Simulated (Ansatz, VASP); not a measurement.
**CdS in VASP and in Ansatz**

Contents of POSCAR:

```
CdS
1.0
    4.0652823512      0.0000000000      0.0000000000
   -2.0326411756      3.5206377897      0.0000000000
    0.0000000000      0.0000000000      6.5994716144
Cd S
2 2
Direct
    0.6666666667      0.3333333333      0.5000000000
    0.3333333333      0.6666666667      0.0000000000
    0.6666666667      0.3333333333      0.8750000000
    0.3333333333      0.6666666667      0.3750000000
```

The input INCAR.step1:

```
ALGO = Normal ; EDIFF = 1E-5
ENCUT = 550 ; GGA = PE
GGA_COMPAT = False ; ISMEAR = -1
LASPH = True ; LCHARG = False
LREAL = False ; LSORBIT = True
LWAVE = True ; MAGMOM = 0 0 0 0 0 0 0 0 0 0 0 0
NBANDS = 50 ; NELM = 200
PREC = Accurate ; SIGMA = 0.05
```

The input INCAR.step2:

```
ALGO = Normal ; EDIFF = 1E-6
ENCUT = 550 ; GGA_COMPAT = False
ISIF = 2 ; ISMEAR = -1
ISTART = 1 ; LASPH = True
LCHARG = False ; LMIXTAU = True
LORBIT = 11 ; LORBMOM = True
LREAL = False ; LSORBIT = True
LWAVE = False ; MAGMOM = 0 0 0 0 0 0 0 0 0 0 0 0
METAGGA = R2SCAN ; NBANDS = 50
NELM = 200 ; PREC = Accurate
SIGMA = 0.05
```

The input KPOINTS:

```
k-points
0
Gamma
  7 7 4
```

input.yaml

```yaml
crystal:
  lattice:
    - [4.0652823512, 0.0, 0.0]
    - [-2.0326411756, 3.5206377897, 0.0]
    - [0.0, 0.0, 6.5994716144]
  atoms:
    - { symbol: Cd, position: [0.6666666667, 0.3333333333, 0.5] }
    - { symbol: Cd, position: [0.3333333333, 0.6666666667, 0.0] }
    - { symbol: S, position: [0.6666666667, 0.3333333333, 0.875] }
    - { symbol: S, position: [0.3333333333, 0.6666666667, 0.375] }
hamiltonian:
  xc: r2scan
  pseudopotentials: { kind: paw_fr }
magnetization:
  noncollinear: true
  spin_orbit: true
kpoints:
  mp_grid: { grid: [7, 7, 4] }
scf:
  occupations: { method: fermi_dirac, width: 0.05 }
output:
  forces: true
  stress: true
  eigenvalues: true
```

Alike in both runs: task single point; functional r2SCAN; k mesh 7 × 7 × 4; occupations fermi-dirac, width 0.05 eV; non-collinear spin, spin-orbit coupling.

```csv
,VASP,Ansatz
version,VASP 6.6.1,Ansatz 0.2.0
potentials or method,"VASP PAW PBE potentials, release 64 (Cd, S)",Ansatz PAW
plane-wave cutoff (eV),550,500
valence electrons in the cell,36,52
```

VASP gave:

| Property | Result |
| --- | --- |
| pressure (GPa) | 5.5 |
| traceless stress, the component that is largest in VASP (GPa) | 0.57 |
| rms of the force components (eV/Å) | 0.048 |

Task: What did Ansatz give for the same quantities?

Result: Pressure (GPa): 5.1; traceless stress, the component that is largest in VASP (GPa): 0.55; rms of the force components (eV/Å): 0.048.

VASP's potentials were made for PBE, not for r2SCAN. Atom by atom the forces differ by 0.000 eV/Å (rms over components). The functional is the same, so the differences come from potentials, cutoffs and numerics. VASP's potentials hold 36 valence electrons a cell and Ansatz's 52, so a difference there can come from the potentials and not from the codes.

Noted on Ansatz's run: odd divisions of the mesh miss points on the zone boundary, where band edges often lie, so the gap on the mesh can be too wide.
